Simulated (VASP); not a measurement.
# Zn2C (I4/mmm) in VASP: further runs

Aim: see how the results for Zn2C move with the level of theory and the settings. Levels: PBE, r2SCAN. Tasks: single point.

Program: VASP 6.6.1. These are calculated values, not measurements. Logs are shortened: lines on timing, memory, paths and dates and some standing lists are left out, and cuts for length are marked.

### 1 The cell of the first run

The structure is tetragonal, space group I4/mmm (No. 139). The conventional cell has a = 3.452 Å, b = 3.452 Å, c = 5.285 Å, α = 90.00°, β = 90.00°, γ = 90.00°. Within 2.9 Å of C (site symmetry 4/mmm) lie 8 Zn at 2.17 Å. Zn (site symmetry -4m2) has 4 C at 2.17 Å and 6 Zn at 2.44 to 2.64 Å within 2.9 Å.

### 2 Single point, PBE (epitaxial xy strain -5.3%)

Contents of INCAR:

```
PREC = Accurate ; ENCUT = 520
EDIFF = 1E-6 ; ISMEAR = -1
SIGMA = 0.02 ; LREAL = F
LASPH = T ; NELM = 100
ALGO = Normal ; ISIF = 2
LWAVE = F ; LCHARG = F
GGA = PE ; NBANDS = 21
```

Contents of KPOINTS:

```
Automatic mesh
0
Gamma
  8 8 8
```

Contents of POSCAR:

```
Zn2C
1.0
    0.0000000000      2.4410599437      2.6427007396
    2.4410599437      0.0000000000      2.6427007396
    2.4410599437      2.4410599437      0.0000000000
C Zn
1 2
Direct
    0.0000000000      0.0000000000      0.0000000000
    0.2500000000      0.2500000000      0.2500000000
    0.7500000000      0.7500000000      0.7500000000
```

Potentials or basis: VASP PAW PBE potentials, release 64 (C, Zn).

The run is started by

```console
cat potpaw_PBE.64/C/POTCAR potpaw_PBE.64/Zn/POTCAR > POTCAR
mpirun -np 1 vasp_std > vasp.out
```

OUTCAR:

```text
PREC = Accurate
   ENCUT = 520
   EDIFF = 1E-6
   ISMEAR = -1
   LREAL = F
   LASPH = T
   NELM = 100
   ISIF = 2
   GGA = PE

 ion  position               nearest neighbor table
   1  0.000  0.000  0.000-   3 2.17   3 2.17   3 2.17   2 2.17   3 2.17   2 2.17   2 2.17   2 2.17

   2  0.250  0.250  0.250-   1 2.17   1 2.17   1 2.17   1 2.17   3 2.44   3 2.44   3 2.44   3 2.44
                             3 2.64   3 2.64
   3  0.750  0.750  0.750-   1 2.17   1 2.17   1 2.17   1 2.17   2 2.44   2 2.44   2 2.44   2 2.44
                             2 2.64   2 2.64

  LATTYP: Found a body centered tetragonal cell.
 ALAT       =     3.4521800789
 C/A-ratio  =     1.5310329584

  Lattice vectors:

 A1 = (  -2.4410599437,   0.0000000000,   2.6427007396)
 A2 = (   2.4410599437,   0.0000000000,   2.6427007396)
 A3 = (   0.0000000000,   2.4410599437,  -2.6427007396)

Analysis of symmetry for initial positions (statically):
=====================================================================
 Subroutine PRICEL returns:
 Original cell was already a primitive cell.

 Routine SETGRP: Setting up the symmetry group for a
 body centered tetragonal supercell.

 Subroutine GETGRP returns: Found 16 space group operations
 (whereof 16 operations were pure point group operations)
 out of a pool of 16 trial point group operations.

The static configuration has the point symmetry D_4h.

Analysis of symmetry for dynamics (positions and initial velocities):
=====================================================================
 Subroutine PRICEL returns:
 Original cell was already a primitive cell.

 Routine SETGRP: Setting up the symmetry group for a
 body centered tetragonal supercell.

 Subroutine GETGRP returns: Found 16 space group operations
 (whereof 16 operations were pure point group operations)
 out of a pool of 16 trial point group operations.

The dynamic configuration has the point symmetry D_4h.

 Subroutine INISYM returns: Found 16 space group operations
 (whereof 16 operations are pure point group operations),
 and found     1 'primitive' translations

----------------------------------------------------------------------------------------

                                     Primitive cell

  volume of cell :      31.4945

  direct lattice vectors                    reciprocal lattice vectors
     0.000000000  2.441059944  2.642700740    -0.204829054  0.204829054  0.189200386
     2.441059944  0.000000000  2.642700740     0.204829054 -0.204829054  0.189200386
     2.441059944  2.441059944  0.000000000     0.204829054  0.204829054 -0.189200386

  length of vectors
     3.597588199  3.597588199  3.452180079     0.345986516  0.345986516  0.345986516

  position of ions in fractional coordinates (direct lattice)
     0.000000000  0.000000000  0.000000000
     0.250000000  0.250000000  0.250000000
     0.750000000  0.750000000  0.750000000

  ion indices of the primitive-cell ions
   primitive index   ion index
                 1           1
                 2           2
                 3           3

----------------------------------------------------------------------------------------

 KPOINTS: Automatic mesh

Automatic generation of k-mesh.
 Grid dimensions read from file:
 generate k-points for:    8    8    8

 Generating k-lattice:

  Cartesian coordinates                     Fractional coordinates (reciprocal lattice)
    -0.025603632  0.025603632  0.023650048     0.125000000  0.000000000  0.000000000
     0.025603632 -0.025603632  0.023650048     0.000000000  0.125000000  0.000000000
     0.025603632  0.025603632 -0.023650048    -0.000000000 -0.000000000  0.125000000

  Length of vectors
     0.043248314  0.043248314  0.043248314

  Shift w.r.t. Gamma in fractional coordinates (k-lattice)
     0.000000000  0.000000000  0.000000000

 Subroutine IBZKPT returns following result:
 ===========================================

 Found     59 irreducible k-points:

 Following reciprocal coordinates:
            Coordinates               Weight
  0.000000  0.000000  0.000000      1.000000
  0.125000  0.000000  0.000000      8.000000
  0.250000  0.000000  0.000000      8.000000
  0.375000  0.000000  0.000000      8.000000
  0.500000  0.000000  0.000000      4.000000
  0.125000  0.125000  0.000000      2.000000
[... 16 lines left out ...]
  0.250000  0.000000  0.125000     16.000000
  0.375000  0.000000  0.125000     16.000000
 [... further k-points ...]
   k-points           NKPTS =     59   k-points in BZ     NKDIM =     59   number of bands    NBANDS=     21
   number of dos      NEDOS =    301   number of ions     NIONS =      3
   total plane-waves  NPLWV =  21952
   dimension x,y,z NGX =    28 NGY =   28 NGZ =   28
   dimension x,y,z NGXF=    56 NGYF=   56 NGZF=   56
   ions per type =               1   2
   NGX,Y,Z   is equivalent  to a cutoff of  12.94, 12.94, 13.48 a.u.
   NGXF,Y,Z  is equivalent  to a cutoff of  25.88, 25.88, 26.97 a.u.
 SYSTEM =  unknown system
   PREC   = accura    normal or accurate (medium, high low for compatibility)
   ISTART =      0    job   : 0-new  1-cont  2-samecut
   ICHARG =      2    charge: 1-file 2-atom 10-const
   ISPIN  =      1    spin polarized calculation?
   LNONCOLLINEAR =      F non collinear calculations
   LSORBIT =      F    spin-orbit coupling
   LASPH  =      T    aspherical Exc in radial PAW
   ENCUT  =  520.0 eV  38.22 Ry    6.18 a.u.   6.69  6.69  6.42*2*pi/ulx,y,z
   NELM   =    100;   NELMIN=  2; NELMDL= -5     # of ELM steps
   EDIFF  = 0.1E-05   stopping-criterion for ELM
   LREAL  =      F    real-space projection
   EDIFFG = 0.1E-04   stopping-criterion for IOM
   NSW    =      0    number of steps for IOM
   IBRION =     -1    ionic relax: 0-MD 1-quasi-New 2-CG
   NFREE  =      0    steps in history (QN), initial steepest desc. (CG)
   ISIF   =      2    stress and relaxation
   ISYM   =      2    0-nonsym 1-usesym 2-fastsym
   POTIM  = 0.5000    time-step for ionic-motion
   TEBEG  =    0.0;   TEEND  =   0.0 temperature during run
   PSTRESS=    0.0 pullay stress
   NELECT =      28.0000    total number of electrons
   NUPDOWN=      -1.0000    fix difference up-down
   EMIN   =  10.00;   EMAX   =-10.00  energy-range for DOS
   EFERMI =   0.00;   METHOD = LEGACY
   ISMEAR =    -1;   SIGMA  =   0.02  broadening in eV -4-tet -1-fermi 0-gaus
   EFERMI_NEDOS =   21; number of points for ismear=-14 and -15
   IALGO  =     38    algorithm
   IMIX   =      4    mixing-type and parameters
     AMIX     =   0.40;   BMIX     =  1.00
     AMIX_MAG =   1.60;   BMIX_MAG =  1.00
  volume/ion in A,a.u.               =      10.50        70.85
  Fermi-wavevector in a.u.,A,eV,Ry     =   1.574161  2.974733 33.715014  2.477984
  Thomas-Fermi vector in A             =   2.675337
   LORBIT       =      0    0 simple, 1 ext, 2 COOP (PROOUT), +10 PAW based schemes
   GGA     = PE    functional components
   LHFCALC =     F    Hartree Fock is set to
   AEXX    =    0.0000 exact exchange contribution
   IVDW    =     0    specifies the selected vdW correction
   LEPSILON=     F    determine dielectric tensor
   LRPA    =     F    only Hartree local field effects (RPA)
 non-spin polarized calculation
  energy-cutoff  :      520.00
  volume of cell :       31.49
 maximum number of plane-waves:       870
   NGX = 13   NGY = 13   NGZ = 13

 number of electron      28.0000003 magnetization

 Free energy of the ion-electron system (eV)
  ---------------------------------------------------
  ext. energy  EPLUGINS =         0.00000000
  ---------------------------------------------------
  free energy    TOTEN  =        -8.91967413 eV

  energy without entropy =       -8.91961320  energy(sigma->0) =       -8.91964366

 E-fermi :   5.7143     XC(G=0): -12.5308

 val. band max:        5.6577198155   @ k =   0.0000   0.0000   0.0000
 cond. band min:       5.7558203014   @ k =   0.0000   0.0000   0.0000
 fundamental gap:      0.0981004859
 Fermi energy:         5.7143101815

 k-point     1 :       0.0000    0.0000    0.0000
  band No.  band energies     occupation
      1      -9.4117      2.00000
      2      -3.9595      2.00000
      3      -3.6334      2.00000
      4      -3.6334      2.00000
      5      -3.6005      2.00000
      6      -3.3892      2.00000
[... 13 lines left out ...]
     20      16.2906      0.00000
     21      17.8648      0.00000

 k-point     2 :       0.1250    0.0000    0.0000
  band No.  band energies     occupation
      1      -9.1895      2.00000
      2      -3.9169      2.00000
      3      -3.6271      2.00000
      4      -3.6201      2.00000
      5      -3.4832      2.00000
      6      -3.3308      2.00000
[... 13 lines left out ...]
     20      16.7668      0.00000
     21      16.8179      0.00000

 k-point     3 :       0.2500    0.0000    0.0000
  band No.  band energies     occupation
      1      -8.5721      2.00000
      2      -3.8420      2.00000
      3      -3.5393      2.00000
      4      -3.4931      2.00000
      5      -3.2401      2.00000
      6      -3.1590      2.00000
[... 13 lines left out ...]
     20      15.8990      0.00000
     21      16.2147      0.00000

 k-point     4 :       0.3750    0.0000    0.0000
  band No.  band energies     occupation
      1      -7.7724      2.00000
      2      -3.7461      2.00000
      3      -3.3427      2.00000
      4      -3.2677      2.00000
      5      -2.9353      2.00000
      6      -2.8964      2.00000
[... 13 lines left out ...]
     20      16.6488      0.00000
     21      17.3545      0.00000

 k-point     5 :       0.5000    0.0000    0.0000
  band No.  band energies     occupation
      1      -7.3455      2.00000
      2      -3.6328      2.00000
      3      -3.2184      2.00000
      4      -3.0970      2.00000
      5      -2.7176      2.00000
      6      -2.6789      2.00000
[... 13 lines left out ...]
     20      17.7651      0.00000
     21      18.6924      0.00000

 k-point     6 :       0.1250    0.1250    0.0000
  band No.  band energies     occupation
      1      -9.1448      2.00000
      2      -4.0650      2.00000
      3      -3.5799      2.00000
      4      -3.5109      2.00000
      5      -3.5109      2.00000
      6      -3.3079      2.00000
[... 13 lines left out ...]
     20      17.6596      0.00000
     21      18.6130      0.00000

 k-point     7 :       0.2500    0.1250    0.0000
  band No.  band energies     occupation
      1      -8.6829      2.00000
      2      -4.1083      2.00000
      3      -3.5269      2.00000
      4      -3.3805      2.00000
      5      -3.3078      2.00000
      6      -3.1821      2.00000
[... 13 lines left out ...]
     20      17.6344      0.00000
     21      18.0746      0.00000
[... 291 lines left out ...]
      1      -6.8333      2.00000
      2      -4.1264      2.00000
      3      -3.2397      2.00000
      4      -3.0380      2.00000
      5      -2.9196      2.00000
      6      -2.6318      2.00000
[... 13 lines left out ...]
     20      18.3412      0.00000
     21      21.2824      0.00000

 k-point    21 :       0.5000    0.5000    0.0000
  band No.  band energies     occupation
      1      -6.8376      2.00000
      2      -4.7242      2.00000
      3      -3.4588      2.00000
      4      -2.8536      2.00000
      5      -2.7574      2.00000
      6      -2.4437      2.00000
[... 13 lines left out ...]
     20      21.6378      0.00000
     21      22.2074      0.00000

 k-point    22 :       0.1250    0.0000    0.1250
  band No.  band energies     occupation
      1      -9.1016      2.00000
      2      -3.8086      2.00000
      3      -3.7834      2.00000
      4      -3.4893      2.00000
      5      -3.4785      2.00000
      6      -3.3054      2.00000
[... 13 lines left out ...]
     20      16.7094      0.00000
     21      18.0940      0.00000

 k-point    23 :       0.2500    0.0000    0.1250
  band No.  band energies     occupation
      1      -8.6048      2.00000
      2      -3.8690      2.00000
      3      -3.6066      2.00000
      4      -3.3982      2.00000
      5      -3.2683      2.00000
      6      -3.1457      2.00000
[... 13 lines left out ...]
     20      16.6009      0.00000
     21      18.3051      0.00000

 k-point    24 :       0.3750    0.0000    0.1250
  band No.  band energies     occupation
      1      -7.8523      2.00000
      2      -3.8235      2.00000
      3      -3.3713      2.00000
      4      -3.2243      2.00000
      5      -2.9978      2.00000
      6      -2.8958      2.00000
[... 13 lines left out ...]
     20      16.5784      0.00000
     21      18.5771      0.00000

 [... further k-points ...]
[... 5 lines left out ...]
  --------------------------------------------------------------------------------------
  -------------------------------------------------------------------------------------
  Total        5.6900689      5.6900689      1.1103128      0.0000000      0.0000000      0.0000000
  in kB      289.4631182    289.4631182     56.4834279      0.0000000      0.0000000      0.0000000
  external PRESSURE =     211.8032215 kB  Pullay stress =       0.0000000 kB

 VOLUME and BASIS-vectors are now :
 -----------------------------------------------------------------------------
  energy-cutoff  :      520.00
  volume of cell :       31.49
      direct lattice vectors                 reciprocal lattice vectors
     0.000000000  2.441059944  2.642700740    -0.204829054  0.204829054  0.189200386
     2.441059944  0.000000000  2.642700740     0.204829054 -0.204829054  0.189200386
     2.441059944  2.441059944  0.000000000     0.204829054  0.204829054 -0.189200386

 POSITION                                       TOTAL-FORCE (eV/Angst)
 -----------------------------------------------------------------------------------
      0.00000      0.00000      0.00000         0.000000      0.000000      0.000000
      1.22053      1.22053      1.32135        -0.000000     -0.000000      0.000000
      3.66159      3.66159      3.96405         0.000000      0.000000      0.000000
 -----------------------------------------------------------------------------------
    total drift:                                0.000000      0.000000      0.000000

  FREE ENERGIE OF THE ION-ELECTRON SYSTEM (eV)
  ---------------------------------------------------
  free  energy   TOTEN  =        -8.9196741250 eV

  energy  without entropy=       -8.9196131966  energy(sigma->0) =       -8.91964366
```

It took 94 s on 1 thread of Intel Xeon 8259CL, shared host; peak memory 0.18 GiB.

Results:

* Free energy: -8.9197 eV
* Pressure: 21.2 GPa
* Band gap on the k mesh: 0.10 eV

Stress tensor (GPa, compression positive):
```
28.95  0.00  0.00
 0.00 28.95  0.00
 0.00  0.00  5.65
```

Levels at points of the mesh, in eV from the valence-band top:
| k point | band 11 | band 12 | band 13 | band 14 | band 15 | band 16 | band 17 | band 18 |
| --- | --- | --- | --- | --- | --- | --- | --- | --- |
| (0.00, 0.00, 0.00) | -7.06 | -0.55 | 0.00 | 0.00 | 0.10 | 3.92 | 3.92 | 4.74 |
| (0.50, 0.00, 0.00) | -7.75 | -7.42 | -1.67 | -1.12 | 0.88 | 4.94 | 5.70 | 5.99 |
| (0.50, 0.50, 0.00) | -7.08 | -6.14 | -3.91 | -3.91 | 1.33 | 2.74 | 7.23 | 9.40 |
| (0.50, 0.00, 0.50) | -7.21 | -5.31 | -4.56 | -4.40 | 0.59 | 1.37 | 8.21 | 8.48 |

Caveat: the cell differs from its parent crystal (epitaxial xy strain -5.3%); the cell stands under pressure.

### 3 Single point, r2SCAN (epitaxial xy strain -5.3%)

POSCAR is that of step 2.

Contents of INCAR.step1:

```
PREC = Accurate
ENCUT = 520
ISMEAR = -1
SIGMA = 0.02
LREAL = False
LASPH = True
NELM = 80
NBANDS = 21
GGA = PE
ALGO = Normal
EDIFF = 1E-4
LWAVE = True
LCHARG = False
```

Contents of INCAR.step2:

```
PREC = Accurate
ENCUT = 520
EDIFF = 1E-7
ISMEAR = -1
SIGMA = 0.02
LREAL = False
LASPH = True
NELM = 80
ALGO = Normal
ISIF = 2
LWAVE = False
LCHARG = False
METAGGA = R2SCAN
LMIXTAU = True
NBANDS = 21
ISTART = 1
```

KPOINTS is that of step 2.

Potentials or basis: VASP PAW PBE potentials, release 64 (C, Zn).

The run is started by

```console
cat potpaw_PBE.64/C/POTCAR potpaw_PBE.64/Zn/POTCAR > POTCAR
cp INCAR.step1 INCAR
mpirun -np 1 vasp_std > vasp.out
cp INCAR.step2 INCAR
mpirun -np 1 vasp_std > vasp.out
```

Run time: 8.8 min. Hardware: 1 thread of Intel Xeon 8259CL, shared host; peak memory 0.18 GiB.

It converged, with:

- Free energy: -25.5789 eV
- Pressure: 16.5 GPa
- Band gap on the k mesh: 0.33 eV

Stress tensor (GPa, compression positive):
```
24.41  0.00  0.00
 0.00 24.41  0.00
 0.00  0.00  0.71
```

Levels at points of the mesh, in eV from the valence-band top:
| k point | band 11 | band 12 | band 13 | band 14 | band 15 | band 16 | band 17 | band 18 |
| --- | --- | --- | --- | --- | --- | --- | --- | --- |
| (0.00, 0.00, 0.00) | -7.32 | -0.55 | 0.00 | 0.00 | 0.33 | 4.27 | 4.27 | 5.17 |
| (0.50, 0.00, 0.00) | -7.99 | -7.67 | -1.74 | -1.17 | 1.15 | 5.32 | 6.06 | 6.54 |
| (0.50, 0.50, 0.00) | -7.33 | -6.33 | -4.04 | -4.04 | 1.56 | 3.10 | 7.95 | 10.14 |
| (0.50, 0.00, 0.50) | -7.47 | -5.48 | -4.70 | -4.54 | 0.76 | 1.66 | 8.98 | 9.16 |

Caveat: the cell differs from its parent crystal (epitaxial xy strain -5.3%); the cell stands under pressure; the PAW data sets were made with another functional, which shifts forces and pressure a little. A k mesh can miss the band edges.
